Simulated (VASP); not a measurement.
Here is a VASP 6.6.1 calculation.

INCAR

```
SYSTEM = BN
ALGO = Normal
EDIFF = 1E-7
ENCUT = 520
GGA = PE
ISIF = 2
ISMEAR = -1
LASPH = .True.
LCHARG = .True.
LELF = .True.
LREAL = Auto
LVHAR = .True.
LWAVE = .False.
NBANDS = 86
NELM = 80
PREC = Accurate
SIGMA = 0.01
```

KPOINTS

```
Automatic mesh
0
Gamma
  1 1 1
  0.25 0.25 0.25
```

The input POSCAR:

```
BN
1.0
   -3.6241103836      3.6241103836     -3.6241103836
    3.6241103836      3.6241103836      3.6241103836
    3.6241103836     -3.6241103836     -3.6241103836
B N
16 16
Direct
    0.0000000000      0.0000000000      0.0000000000
    0.0000000000      0.2500000000      0.7500000000
    0.0000000000      0.5000000000      0.5000000000
    0.0000000000      0.7500000000      0.2500000000
    0.2500000000      0.0000000000      0.7500000000
    0.2500000000      0.2500000000      0.5000000000
    0.2500000000      0.5000000000      0.2500000000
    0.2500000000      0.7500000000      0.0000000000
    0.5000000000      0.0000000000      0.5000000000
    0.5000000000      0.2500000000      0.2500000000
    0.5000000000      0.5000000000      0.0000000000
    0.5000000000      0.7500000000      0.7500000000
    0.7500000000      0.0000000000      0.2500000000
    0.7500000000      0.2500000000      0.0000000000
    0.7500000000      0.5000000000      0.7500000000
    0.7500000000      0.7500000000      0.5000000000
    0.0000000000      0.0000000000      0.2500000000
    0.0000000000      0.2500000000      0.0000000000
    0.0000000000      0.5000000000      0.7500000000
    0.0000000000      0.7500000000      0.5000000000
    0.2500000000      0.0000000000      0.0000000000
    0.2500000000      0.2500000000      0.7500000000
    0.2500000000      0.5000000000      0.5000000000
    0.2500000000      0.7500000000      0.2500000000
    0.5000000000      0.0000000000      0.7500000000
    0.5000000000      0.2500000000      0.5000000000
    0.5000000000      0.5000000000      0.2500000000
    0.5000000000      0.7500000000      0.0000000000
    0.7500000000      0.0000000000      0.5000000000
    0.7500000000      0.2500000000      0.2500000000
    0.7500000000      0.5000000000      0.0000000000
    0.7500000000      0.7500000000      0.7500000000
```

Potentials or basis: VASP PAW PBE potentials, release 64 (B, N).

Command:

```sh
$ cat potpaw_PBE.64/B/POTCAR potpaw_PBE.64/N/POTCAR > POTCAR
$ mpirun -np 1 vasp_std > vasp.out
```

Task: What does it give for the pressure?

Result: 0.7 GPa.

Task: Estimate the band gap on the k mesh.

Result: 8.62 eV.

Caveat: the k points lie up to 1.23 Å⁻¹ apart. A k mesh can miss the band edges.
